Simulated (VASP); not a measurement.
Ru:

```
Ru
1.0
    -1.50203    1.50203    1.50203
     1.50203   -1.50203    1.50203
     1.50203    1.50203   -1.50203
Ru
1
Direct
  0.00000 0.00000 0.00000
```

This isn't the form of Ru at room conditions, which is hcp.

| Item | Value |
| --- | --- |
| Program | VASP 6.6.1 |
| Task | relaxation of cell and atoms |
| Functional | r2SCAN |
| Potentials or basis | VASP PAW PBE potentials, release 64 (Ru_pv) |
| Cutoff | 600 eV |
| k mesh | 15 × 15 × 15 |
| Occupations | fermi-dirac, width 0.1 eV |
| Spin | no spin polarisation |

At the start: pressure 10.8 GPa; volume 13.55 Å³/atom.

Q: Where does the relaxation end?

A: Over 4 steps the energy falls by 14.7 meV/atom and the volume is 14.01 Å³/atom (+3.3 %); space group Im-3m (No. 229, to 0.1 Å) before and after.

The path:
| step | energy change (eV) | largest force (eV/Å) | pressure (GPa) | volume (Å³) |
| --- | --- | --- | --- | --- |
| 1 | 0.0000 | 0.0000 | 10.81 | 13.55 |
| 2 | 0.0984 | 0.0000 | -23.18 | 15.43 |
| 3 | -0.0147 | 0.0000 | -0.40 | 14.03 |
| 4 | -0.0147 | 0.0000 | 0.00 | 14.01 |

Final structure:
```
Ru
1.0
    -1.51859    1.51859    1.51859
     1.51859   -1.51859    1.51859
     1.51859    1.51859   -1.51859
Ru
1
Cartesian
  0.0000 0.0000 0.0000
```

Caveat: an empty level that is flat over the whole mesh can mark a ghost state of the potentials, or a narrow d or f band; the PAW data sets were made with another functional, which shifts forces and pressure a little.
